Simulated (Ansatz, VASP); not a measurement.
Given: the input of a run of VASP 6.6.1 on ZnSe.

INCAR

```
SYSTEM = ZnSe
ALGO = Normal ; EDIFF = 1E-6
EDIFFG = -0.005 ; ENCUT = 600
GGA = PS ; IBRION = 2
ISIF = 3 ; ISMEAR = -1
LASPH = .TRUE. ; LCHARG = .FALSE.
LREAL = .FALSE. ; LWAVE = .FALSE.
NELM = 100 ; NSW = 80
PREC = Accurate ; SIGMA = 0.05
```

The input KPOINTS:

```
k-points
0
G
  8 8 8
  0 0 0
```

POSCAR

```
ZnSe
1.0
    0.0000000000      2.8338000000      2.8338000000
    2.8338000000      0.0000000000      2.8338000000
    2.8338000000      2.8338000000      0.0000000000
Se Zn
1 1
Direct
    0.7500000000      0.7500000000      0.7500000000
    0.0000000000      0.0000000000      0.0000000000
```

Potentials or basis: VASP PAW PBE potentials, release 64 (Se, Zn).

Command:

```bash
$ cat potpaw_PBE.64/Se/POTCAR potpaw_PBE.64/Zn/POTCAR > POTCAR
$ mpirun -np 1 vasp_std > vasp.out
```

Question: Set up the same calculation for Ansatz 0.2.0. Potentials there: all-electron LAPW, scalar-relativistic.

Answer: As run (the cutoff follows the program's own potentials):

The input input.yaml:

```yaml
crystal:
  lattice:
    - [0.0, 2.8338, 2.8338]
    - [2.8338, 0.0, 2.8338]
    - [2.8338, 2.8338, 0.0]
  atoms:
    - { symbol: Se, position: [0.75, 0.75, 0.75] }
    - { symbol: Zn, position: [0.0, 0.0, 0.0] }
kpoints:
  mp_grid: { grid: [8, 8, 8] }
scf:
  occupations: { method: fermi_dirac, width: 0.05 }
hamiltonian:
  xc: pbesol
  pseudopotentials: { kind: all_electron, lapw: { basis_error: 0.001 } }
output:
  forces: true
  stress: true
relax:
  f_tol: 0.005
  max_steps: 60
  cell: {}
```

Potentials or basis: all-electron LAPW, scalar-relativistic.

Launch:

```console
$ ansatz run input.yaml --threads 1 --pin off --max-ram 3072MiB --backend cpu --events-out ev --progress --plain --runs-dir out
```

Both were run:

|  | VASP | Ansatz | Ansatz less VASP |
| --- | --- | --- | --- |
| relaxed volume (Å³/atom) | 22.44 | 22.35 | -0.091 |
| relaxed cell length with the largest relative difference (Å) | 3.989 | 3.984 | -0.0054 |

VASP's potentials were made for PBE, not for PBEsol. Ansatz ran all-electron here, and VASP with PAW potentials.
